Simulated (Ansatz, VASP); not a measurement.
# ZnS in VASP and in Ansatz

Contents of INCAR:

```
  ALGO = Normal
  EDIFF = 1E-7
  ENCUT = 520
  GGA = PE
  ISIF = 2
  ISMEAR = 0
  LASPH = T
  LCHARG = F
  LREAL = F
  LWAVE = F
  NBANDS = 26
  NELM = 80
  PREC = Accurate
  SIGMA = 0.05
```

The input KPOINTS:

```
k-points
0
Gamma
  12 12 4
```

POSCAR

```
ZnS
1.0
    3.8454929876      0.0000000000      0.0000000000
   -1.9227464938      3.3302946173      0.0000000000
    0.0000000000      0.0000000000      5.8009066467
Zn S
2 2
Direct
    0.3333333333      0.6666666667      0.0052197901
    0.6666666667      0.3333333333      0.5052197901
    0.3333333333      0.6666666667      0.3797802099
    0.6666666667      0.3333333333      0.8797802099
```

Input for Ansatz:

```yaml
crystal:
  lattice:
    - [3.8454929876, 0.0, 0.0]
    - [-1.9227464938, 3.3302946173, 0.0]
    - [0.0, 0.0, 5.8009066467]
  atoms:
    - { symbol: Zn, position: [0.3333333333, 0.6666666667, 0.0052197901] }
    - { symbol: Zn, position: [0.6666666667, 0.3333333333, 0.5052197901] }
    - { symbol: S, position: [0.3333333333, 0.6666666667, 0.3797802099] }
    - { symbol: S, position: [0.6666666667, 0.3333333333, 0.8797802099] }
basis:
  ecutwfc: 420
kpoints:
  mp_grid: { grid: [12, 12, 4] }
hamiltonian:
  xc: pbe
scf:
  occupations: { method: gaussian, width: 0.05 }
output:
  forces: true
  stress: true
  eigenvalues: true
```

Change from the starting cell: strain +0.000 along x and y, -0.080 along z, atoms carried along.

Alike in both runs: task single point; functional PBE; k mesh 12 × 12 × 4; occupations gaussian, width 0.05 eV; no spin polarisation.

|  | VASP | Ansatz |
| --- | --- | --- |
| version | VASP 6.6.1 | Ansatz 0.2.0 |
| potentials or method | VASP PAW PBE potentials, release 64 (Zn, S), cutoff 520 eV | scalar-relativistic, plane waves, PAW |
| valence electrons in the cell | 36 | 36 |

Ansatz gave:

```
gap on the k mesh at the Fermi level (eV)                     : 2.43
least direct gap on the mesh (eV)                             : 2.43
pressure (GPa)                                                : 8.1
traceless stress, the component that is largest in VASP (GPa) : 11.08
rms of the force components (eV/Å)                            : 0.574
```

Question: Which values does VASP return?

Answer: gap on the k mesh at the Fermi level (eV): 2.43; least direct gap on the mesh (eV): 2.43; pressure (GPa): 8.3; traceless stress, the component that is largest in VASP (GPa): 11.11; rms of the force components (eV/Å): 0.578.

Atom by atom the forces differ by 0.004 eV/Å (rms over components). The functional is the same, so the differences come from potentials, cutoffs and numerics.
